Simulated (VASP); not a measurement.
# AlSn (P-6m2) in VASP: notebook

AlSn is run at these levels: PBE; tasks: single point.

Everything below comes from runs of VASP 6.6.1. Logs are shortened: lines on timing, memory, paths and dates and some standing lists are left out, and cuts for length are marked.

**1. The cell of the first run**

It takes space group P-6m2 (No. 187, hexagonal). Conventional cell: a = 4.083 Å, b = 4.083 Å, c = 3.216 Å, α = 90.00°, β = 90.00°, γ = 120.00°. Within 3.8 Å of Al (site symmetry -6m2) lie 6 Sn at 2.85 Å and 2 Al at 3.22 Å. Within 3.8 Å of Sn (site symmetry -6m2) lie 6 Al at 2.85 Å and 2 Sn at 3.22 Å.

**2. Single point, PBE**

File INCAR:

```
SYSTEM = AlSn
  PREC = Accurate
  ENCUT = 520
  EDIFF = 1E-6
  ISMEAR = 1
  SIGMA = 0.1
  LREAL = .False.
  LASPH = .True.
  NELM = 80
  ALGO = Normal
  ISIF = 2
  LWAVE = .False.
  LCHARG = .False.
  GGA = PE
  NBANDS = 16
```

File KPOINTS:

```
regular mesh
0
Gamma
  8 8 9
  0 0 0
```

File POSCAR:

```
AlSn
1.0
    4.0830309869      0.0000000000      0.0000000000
   -2.0415154934      3.5360081275      0.0000000000
    0.0000000000      0.0000000000      3.2162024422
Al Sn
1 1
Direct
    0.0000000000      0.0000000000      0.0000000000
    0.3333333333      0.6666666667      0.5000000000
```

Potentials or basis: VASP PAW PBE potentials, release 64 (Al, Sn_d).

On the command line:

```sh
> cat potpaw_PBE.64/Al/POTCAR potpaw_PBE.64/Sn_d/POTCAR > POTCAR
> mpirun -np 1 vasp_std > vasp.out
```

OUTCAR:

```text
SYSTEM = AlSn
   PREC = Accurate
   ENCUT = 520
   EDIFF = 1E-6
   ISMEAR = 1
   LREAL = .False.
   LASPH = .True.
   NELM = 80
   ISIF = 2
   GGA = PE

 ion  position               nearest neighbor table
   1  0.000  0.000  0.000-   2 2.85   2 2.85   2 2.85   2 2.85   2 2.85   2 2.85
   2  0.333  0.667  0.500-   1 2.85   1 2.85   1 2.85   1 2.85   1 2.85   1 2.85

  LATTYP: Found a hexagonal cell.
 ALAT       =     4.0830309869
 C/A-ratio  =     0.7876997389

  Lattice vectors:

 A1 = (   4.0830309869,   0.0000000000,   0.0000000000)
 A2 = (  -2.0415154934,   3.5360081275,   0.0000000000)
 A3 = (   0.0000000000,   0.0000000000,   3.2162024422)

Analysis of symmetry for initial positions (statically):
=====================================================================
 Subroutine PRICEL returns:
 Original cell was already a primitive cell.

 Routine SETGRP: Setting up the symmetry group for a
 hexagonal supercell.

 Subroutine GETGRP returns: Found 12 space group operations
 (whereof 12 operations were pure point group operations)
 out of a pool of 24 trial point group operations.

The static configuration has the point symmetry D_3h.

Analysis of symmetry for dynamics (positions and initial velocities):
=====================================================================
 Subroutine PRICEL returns:
 Original cell was already a primitive cell.

 Routine SETGRP: Setting up the symmetry group for a
 hexagonal supercell.

 Subroutine GETGRP returns: Found 12 space group operations
 (whereof 12 operations were pure point group operations)
 out of a pool of 24 trial point group operations.

The dynamic configuration has the point symmetry D_3h.

 Subroutine INISYM returns: Found 12 space group operations
 (whereof 12 operations are pure point group operations),
 and found     1 'primitive' translations

----------------------------------------------------------------------------------------

                                     Primitive cell

  volume of cell :      46.4343

  direct lattice vectors                    reciprocal lattice vectors
     4.083030987  0.000000000  0.000000000     0.244916094  0.141402390  0.000000000
    -2.041515493  3.536008128  0.000000000     0.000000000  0.282804780  0.000000000
     0.000000000  0.000000000  3.216202442     0.000000000  0.000000000  0.310925701

  length of vectors
     4.083030987  4.083030613  3.216202442     0.282804754  0.282804780  0.310925701

  position of ions in fractional coordinates (direct lattice)
     0.000000000  0.000000000  0.000000000
     0.333333333  0.666666667  0.500000000

  ion indices of the primitive-cell ions
   primitive index   ion index
                 1           1
                 2           2

----------------------------------------------------------------------------------------

 KPOINTS: regular mesh

Automatic generation of k-mesh.
 Grid dimensions read from file:
 generate k-points for:    8    8    9

 Generating k-lattice:

  Cartesian coordinates                     Fractional coordinates (reciprocal lattice)
     0.030614512  0.017675299  0.000000000     0.125000000 -0.000000000  0.000000000
     0.000000000  0.035350597  0.000000000     0.000000000  0.125000000  0.000000000
     0.000000000  0.000000000  0.034547300     0.000000000  0.000000000  0.111111111

  Length of vectors
     0.035350594  0.035350597  0.034547300

  Shift w.r.t. Gamma in fractional coordinates (k-lattice)
     0.000000000  0.000000000  0.000000000

 Subroutine IBZKPT returns following result:
 ===========================================

 Found     50 irreducible k-points:

 Following reciprocal coordinates:
            Coordinates               Weight
  0.000000  0.000000  0.000000      1.000000
  0.125000  0.000000  0.000000      6.000000
  0.250000  0.000000  0.000000      6.000000
  0.375000  0.000000  0.000000      6.000000
  0.500000  0.000000  0.000000      3.000000
  0.125000  0.125000  0.000000      6.000000
[... 16 lines left out ...]
  0.250000  0.000000  0.222222     12.000000
  0.375000  0.000000  0.222222     12.000000
 [... further k-points ...]
   k-points           NKPTS =     50   k-points in BZ     NKDIM =     50   number of bands    NBANDS=     16
   number of dos      NEDOS =    301   number of ions     NIONS =      2
   total plane-waves  NPLWV =  21600
   dimension x,y,z NGX =    30 NGY =   30 NGZ =   24
   dimension x,y,z NGXF=    60 NGYF=   60 NGZF=   48
   ions per type =               1   1
   NGX,Y,Z   is equivalent  to a cutoff of  12.21, 12.21, 12.41 a.u.
   NGXF,Y,Z  is equivalent  to a cutoff of  24.43, 24.43, 24.81 a.u.
 SYSTEM =  AlSn
   PREC   = accura    normal or accurate (medium, high low for compatibility)
   ISTART =      0    job   : 0-new  1-cont  2-samecut
   ICHARG =      2    charge: 1-file 2-atom 10-const
   ISPIN  =      1    spin polarized calculation?
   LNONCOLLINEAR =      F non collinear calculations
[... 108 lines left out ...]
  band No.  band energies     occupation
      1     -14.1602      2.00000
      2     -14.0118      2.00000
      3     -14.0077      2.00000
      4     -14.0014      2.00000
      5     -13.9808      2.00000
      6      -1.6946      2.00000
[... 8 lines left out ...]
     15      17.9945      0.00000
     16      18.2953      0.00000

 k-point     6 :       0.1250    0.1250    0.0000
  band No.  band energies     occupation
      1     -14.1665      2.00000
      2     -14.0092      2.00000
      3     -14.0023      2.00000
      4     -14.0001      2.00000
      5     -13.9980      2.00000
      6      -3.1886      2.00000
[... 8 lines left out ...]
     15      17.1218      0.00000
     16      19.6720      0.00000

 k-point     7 :       0.2500    0.1250    0.0000
  band No.  band energies     occupation
      1     -14.1626      2.00000
      2     -14.0091      2.00000
      3     -14.0051      2.00000
      4     -14.0012      2.00000
      5     -13.9896      2.00000
      6      -2.5357      2.00000
[... 8 lines left out ...]
     15      17.6885      0.00000
     16      19.1936      0.00000

 k-point     8 :       0.3750    0.1250    0.0000
  band No.  band energies     occupation
      1     -14.1599      2.00000
      2     -14.0090      2.00000
      3     -14.0070      2.00000
      4     -14.0020      2.00000
      5     -13.9839      2.00000
      6      -1.7621      2.00000
[... 8 lines left out ...]
     15      17.2755      0.00000
     16      18.3209      0.00000

 k-point     9 :       0.2500    0.2500    0.0000
  band No.  band energies     occupation
      1     -14.1597      2.00000
      2     -14.0061      2.00000
      3     -14.0052      2.00000
      4     -14.0029      2.00000
      5     -13.9880      2.00000
      6      -1.8221      2.00000
[... 8 lines left out ...]
     15      17.2017      0.00000
     16      17.8563      0.00000
[... 172 lines left out ...]
 k-point    19 :       0.2500    0.2500    0.1111
  band No.  band energies     occupation
      1     -14.1325      2.00000
      2     -14.0176      2.00000
      3     -14.0137      2.00000
      4     -14.0033      2.00000
      5     -13.9867      2.00000
      6      -1.6401      2.00000
[... 8 lines left out ...]
     15      17.5029      0.00000
     16      18.7830      0.00000

 k-point    20 :       0.3750    0.2500    0.1111
  band No.  band energies     occupation
      1     -14.1312      2.00000
      2     -14.0178      2.00000
      3     -14.0148      2.00000
      4     -14.0004      2.00000
      5     -13.9873      2.00000
      6      -1.1529      2.00000
[... 8 lines left out ...]
     15      17.3748      0.00000
     16      18.7395      0.00000

 k-point    21 :       0.0000    0.0000    0.2222
  band No.  band energies     occupation
      1     -14.0763      2.00000
      2     -14.0347      2.00000
      3     -14.0347      2.00000
      4     -14.0035      2.00000
      5     -14.0035      2.00000
      6      -2.9693      2.00000
[... 8 lines left out ...]
     15      16.2377      0.00000
     16      16.8939      0.00000

 k-point    22 :       0.1250    0.0000    0.2222
  band No.  band energies     occupation
      1     -14.0744      2.00000
      2     -14.0367      2.00000
      3     -14.0352      2.00000
      4     -14.0039      2.00000
      5     -13.9997      2.00000
      6      -2.7949      2.00000
[... 8 lines left out ...]
     15      15.8820      0.00000
     16      17.6378      0.00000

 k-point    23 :       0.2500    0.0000    0.2222
  band No.  band energies     occupation
      1     -14.0701      2.00000
      2     -14.0414      2.00000
      3     -14.0363      2.00000
      4     -14.0046      2.00000
      5     -13.9904      2.00000
      6      -2.2849      2.00000
[... 8 lines left out ...]
     15      17.0437      0.00000
     16      18.1702      0.00000

 k-point    24 :       0.3750    0.0000    0.2222
  band No.  band energies     occupation
      1     -14.0664      2.00000
      2     -14.0460      2.00000
      3     -14.0374      2.00000
      4     -14.0049      2.00000
      5     -13.9810      2.00000
      6      -1.5172      2.00000
[... 8 lines left out ...]
     15      17.0944      0.00000
     16      19.7643      0.00000

 [... further k-points ...]
[... 5 lines left out ...]
  --------------------------------------------------------------------------------------
  -------------------------------------------------------------------------------------
  Total        1.6002869      1.6002865      1.0001347      0.0000000     -0.0000000      0.0000000
  in kB       55.2165306     55.2165171     34.5087920      0.0000000     -0.0000000      0.0000000
  external PRESSURE =      48.3139466 kB  Pullay stress =       0.0000000 kB

 VOLUME and BASIS-vectors are now :
 -----------------------------------------------------------------------------
  energy-cutoff  :      520.00
  volume of cell :       46.43
      direct lattice vectors                 reciprocal lattice vectors
     4.083030987  0.000000000  0.000000000     0.244916094  0.141402390  0.000000000
    -2.041515493  3.536008128  0.000000000     0.000000000  0.282804780  0.000000000
     0.000000000  0.000000000  3.216202442     0.000000000  0.000000000  0.310925701

 POSITION                                       TOTAL-FORCE (eV/Angst)
 -----------------------------------------------------------------------------------
      0.00000      0.00000      0.00000         0.000000     -0.000000      0.000000
     -0.00000      2.35734      1.60810        -0.000000      0.000000      0.000000
 -----------------------------------------------------------------------------------
    total drift:                                0.000000      0.000005     -0.000000

  FREE ENERGIE OF THE ION-ELECTRON SYSTEM (eV)
  ---------------------------------------------------
  free  energy   TOTEN  =        -7.1204273817 eV

  energy  without entropy=       -7.1214196735  energy(sigma->0) =       -7.12075815
```

Run time: 34 s. Hardware: 1 thread of Intel Xeon 8259CL, shared host; peak memory 0.18 GiB.

What came out:

```
Free energy            : -7.1204 eV
Pressure               : 4.8 GPa
Band gap on the k mesh : zero (an odd number of electrons rules out a gap without spin polarisation)
```

Levels at points of the mesh, in eV from the Fermi level:
```
           k point  band 5  band 6  band 7  band 8  band 9  band 10  band 11  band 12
(0.00, 0.00, 0.00)  -21.32  -11.03   -0.28   -0.28    1.17     2.76     3.17     3.17
(0.50, 0.00, 0.00)  -21.31   -9.02   -6.73   -2.03    0.59     4.74     6.90     7.44
```

Caveat: the cell stands under pressure; spin-orbit coupling is left out, which moves the levels of the heavy elements.

**3. Single point, PBE**

This run uses another cell than the first one, of 23.89 Å³/atom.

File INCAR:

```
PREC     = Accurate       # precision mode
ENCUT    = 520            # plane-wave cutoff, eV
EDIFF    = 1E-6           # SCF threshold, eV
ISMEAR   = 1              # smearing method
SIGMA    = 0.1            # smearing width, eV
LREAL    = False          # projectors in reciprocal space
LASPH    = True           # aspherical terms in the spheres
NELM     = 60             # most SCF steps
ALGO     = Normal         # electronic algorithm
ISIF     = 2              # what is computed and relaxed
LWAVE    = False          # write WAVECAR
LCHARG   = False          # write CHGCAR
GGA      = PE             # functional
NBANDS   = 16             # bands
```

File KPOINTS:

```
regular mesh
0
Gamma
  8 8 9
```

File POSCAR:

```
AlSn
1.0
    4.1221054280      0.0000000000      0.0000000000
   -2.0610527140      3.5698475819      0.0000000000
    0.0000000000      0.0000000000      3.2469813692
Al Sn
1 1
Direct
    0.0000000000      0.0000000000      0.0000000000
    0.3333333333      0.6666666667      0.5000000000
```

Potentials or basis: VASP PAW PBE potentials, release 64 (Al, Sn_d).

On the command line:

```sh
> cat potpaw_PBE.64/Al/POTCAR potpaw_PBE.64/Sn_d/POTCAR > POTCAR
> mpirun -np 1 vasp_std > vasp.out
```

It took 30 s on 1 thread of Intel Xeon 8259CL, shared host; peak memory 0.18 GiB.

The run converged. Its results:

| Item | Value |
| --- | --- |
| Free energy | -7.1530 eV |
| Pressure | 2.8 GPa |
| Band gap on the k mesh | zero (an odd number of electrons rules out a gap without spin polarisation) |

Stress tensor (GPa, compression positive):
```
3.75 0.00 0.00
0.00 3.75 0.00
0.00 0.00 0.99
```

Levels at points of the mesh, in eV from the Fermi level:
```csv
k point,band 4,band 5,band 6,band 7,band 8,band 9,band 10,band 11,band 12,band 13
"(0.00, 0.00, 0.00)",-21.33,-21.33,-10.86,-0.29,-0.29,0.98,2.67,3.13,3.13,5.24
"(0.50, 0.00, 0.00)",-21.34,-21.32,-8.91,-6.61,-1.99,0.57,4.59,6.73,7.32,8.33
```

Caveat: spin-orbit coupling is left out, which moves the levels of the heavy elements.

**4. Single point, PBE**

This run uses another cell than the first one, of 24.56 Å³/atom.

File INCAR:

```
  PREC = Accurate
  ENCUT = 520
  EDIFF = 1E-7
  ISMEAR = 1
  SIGMA = 0.1
  LREAL = False
  LASPH = True
  NELM = 80
  ALGO = Normal
  ISIF = 2
  LWAVE = False
  LCHARG = True
  GGA = PE
  LELF = True
  LVHAR = True
  NBANDS = 16
```

File KPOINTS:

```
Automatic mesh
0
Gamma
  8 8 9
```

File POSCAR:

```
AlSn
1.0
    4.1604527968      0.0000000000      0.0000000000
   -2.0802263984      3.6030573735      0.0000000000
    0.0000000000      0.0000000000      3.2771875817
Al Sn
1 1
Direct
    0.0000000000      0.0000000000      0.0000000000
    0.3333333333      0.6666666667      0.5000000000
```

On the command line:

```sh
> cat potpaw_PBE.64/Al/POTCAR potpaw_PBE.64/Sn_d/POTCAR > POTCAR
> mpirun -np 1 vasp_std > vasp.out
```

It took 41 s on 1 thread of Intel Xeon 8259CL, shared host; peak memory 0.18 GiB.

Results (log left out):

| Property | Result |
| --- | --- |
| Free energy | -7.1700 eV |
| Pressure | 1.2 GPa |
| Band gap on the k mesh | zero (an odd number of electrons rules out a gap without spin polarisation) |

Stress tensor (GPa, compression positive):
```
 2.21  0.00  0.00
 0.00  2.21  0.00
 0.00  0.00 -0.88
```

Levels at points of the mesh, in eV from the Fermi level:
| k point | band 4 | band 5 | band 6 | band 7 | band 8 | band 9 | band 10 | band 11 | band 12 | band 13 |
| --- | --- | --- | --- | --- | --- | --- | --- | --- | --- | --- |
| (0.00, 0.00, 0.00) | -21.34 | -21.34 | -10.69 | -0.29 | -0.29 | 0.80 | 2.60 | 3.10 | 3.10 | 5.18 |
| (0.50, 0.00, 0.00) | -21.34 | -21.32 | -8.80 | -6.50 | -1.94 | 0.55 | 4.47 | 6.57 | 7.20 | 8.10 |

Caveat: spin-orbit coupling is left out, which moves the levels of the heavy elements.

**5. Single point, PBE**

This run uses another cell than the first one, of 25.24 Å³/atom.

File INCAR:

```
SYSTEM = AlSn
PREC = Accurate
ENCUT = 520
EDIFF = 1E-6
ISMEAR = 1
SIGMA = 0.1
LREAL = .FALSE.
LASPH = .TRUE.
NELM = 100
ALGO = Normal
ISIF = 2
LWAVE = .FALSE.
LCHARG = .FALSE.
GGA = PE
NBANDS = 16
```

File KPOINTS:

```
Automatic mesh
0
G
  8 8 9
  0 0 0
```

File POSCAR:

```
AlSn
1.0
    4.1981060000      0.0000000000      0.0000000000
   -2.0990530000      3.6356660000      0.0000000000
    0.0000000000      0.0000000000      3.3068470000
Al Sn
1 1
Direct
    0.0000000000      0.0000000000      0.0000000000
    0.3333333333      0.6666666667      0.5000000000
```

On the command line:

```sh
> cat potpaw_PBE.64/Al/POTCAR potpaw_PBE.64/Sn_d/POTCAR > POTCAR
> mpirun -np 1 vasp_std > vasp.out
```

Wall time 47 s (1 thread of Intel Xeon 8259CL, shared host); peak memory 0.19 GiB.

Results (log left out):

```
Free energy            : -7.1743 eV
Pressure               : -0.2 GPa
Band gap on the k mesh : zero (an odd number of electrons rules out a gap without spin polarisation)
```

Stress tensor (GPa, compression positive):
```
 0.74  0.00  0.00
 0.00  0.74  0.00
 0.00  0.00 -2.08
```

Levels at points of the mesh, in eV from the Fermi level:
```tsv
k point	band 6	band 7	band 8	band 9	band 10	band 11
(0.00, 0.00, 0.00)	-10.51	-0.28	-0.28	0.63	2.54	3.08
(0.50, 0.00, 0.00)	-8.69	-6.38	-1.89	0.54	4.36	6.43
```

Caveat: spin-orbit coupling is left out, which moves the levels of the heavy elements.

**6. Summary**

| cell | gap on the mesh (eV) | pressure (GPa) |
| --- | --- | --- |
| a = 4.083, b = 4.083, c = 3.216 Å, angles 90.0, 90.0, 120.0°, 2 atoms | none | 4.8 |
| a = 4.122, b = 4.122, c = 3.247 Å, angles 90.0, 90.0, 120.0°, 2 atoms | none | 2.8 |
| a = 4.160, b = 4.160, c = 3.277 Å, angles 90.0, 90.0, 120.0°, 2 atoms | none | 1.2 |
| a = 4.198, b = 4.198, c = 3.307 Å, angles 90.0, 90.0, 120.0°, 2 atoms | none | -0.2 |

Alike in all rows: task single point; level PBE; potentials or basis VASP PAW PBE potentials, release 64 (Al, Sn_d); no spin polarisation; k mesh 8 × 8 × 9; cutoff (eV) 520; smearing methfessel-paxton 0.1 eV.

Caveats: spin-orbit coupling is left out, which moves the levels of the heavy elements; the cell stands under pressure (at least some runs).

Total energies depend on the potentials used, so only differences within one code and one set of settings carry meaning.
